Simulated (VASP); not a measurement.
A run of VASP 6.6.1 is set up as follows.

Contents of INCAR:

```
SYSTEM = O
ALGO = Normal
EDIFF = 1E-6
ENCUT = 600
GGA_COMPAT = .FALSE.
ISIF = 2
ISMEAR = -1
LASPH = .TRUE.
LCHARG = .FALSE.
LREAL = .FALSE.
LWAVE = .FALSE.
NBANDS = 9
NELM = 120
PREC = Accurate
SIGMA = 0.05
```

The input KPOINTS:

```
k-points
0
G
  18 18 18
  0 0 0
```

Contents of POSCAR:

```
O
1.0
    1.8015480499      0.0000000000      0.0000000000
    0.0000000000      1.8015480499      0.0000000000
    0.0000000000      0.0000000000      1.8015480499
O
1
Direct
    0.0000000000      0.0000000000      0.0000000000
```

Potentials or basis: VASP PAW LDA potentials, release 64 (O).

Command:

```console
$ cat potpaw_LDA.64/O/POTCAR > POTCAR
$ mpirun -np 1 vasp_std > vasp.out
```

(1) Predict the pressure.

(2) Estimate the band gap on the k mesh.

Answers

(1) 81.6 GPa.

(2) zero (bands 3 and 4 overlap by 8.25 eV).

Caveat: the cell stands under pressure.
